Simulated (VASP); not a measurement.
Wanted: the native input for a VASP 6.6.1 run.

* Task: relaxation of shape and atoms at fixed volume
* Functional: PBE
* Potentials or basis: VASP PAW PBE potentials, release 64 (Zr_sv, C)
* Cutoff: 600 eV
* k mesh: 12 × 12 × 12
* Occupations: gaussian, width 0.05 eV
* Spin: no spin polarisation
* Dipole correction: no
* Further INCAR settings: ALGO = Normal; EDIFF = 1e-07; IBRION = 2; EDIFFG = -0.01; NSW = 60; ISIF = 4

The structure of ZrC lies in POSCAR:

```
ZrC
1.0
    3.2224365953      0.0000000000      0.0000000000
   -1.6112182976      2.7907119536      0.0000000000
    0.0000000000      0.0000000000      2.9052395301
Zr C
1 1
Direct
    0.0000000000      0.0000000000      0.0000000000
    0.6666666667      0.3333333333      0.5000000000
```

One way to write it, as run:

INCAR

```
SYSTEM = ZrC
ALGO = Normal
EDIFF = 1E-7
EDIFFG = -0.01
ENCUT = 600
GGA = PE
IBRION = 2
ISIF = 4
ISMEAR = 0
LASPH = .TRUE.
LCHARG = .FALSE.
LREAL = .FALSE.
LWAVE = .FALSE.
NELM = 60
NSW = 60
PREC = Accurate
SIGMA = 0.05
```

KPOINTS

```
k-points
0
G
  12 12 12
  0 0 0
```

Potentials or basis: VASP PAW PBE potentials, release 64 (Zr_sv, C).

Command:

```bash
$ cat potpaw_PBE.64/Zr_sv/POTCAR potpaw_PBE.64/C/POTCAR > POTCAR
$ mpirun -np 1 vasp_std > vasp.out
```

Results of the run:

The energy gained by relaxing is 0.1 meV/atom and the ionic steps are 3. The pressure after relaxing is 8.3 GPa and the band gap on the k mesh is zero (bands 8 and 9 overlap by 0.46 eV).

Wall time 2.2 min on 1 thread of Intel Xeon 8259CL (shared host), peak memory 0.2 GiB.
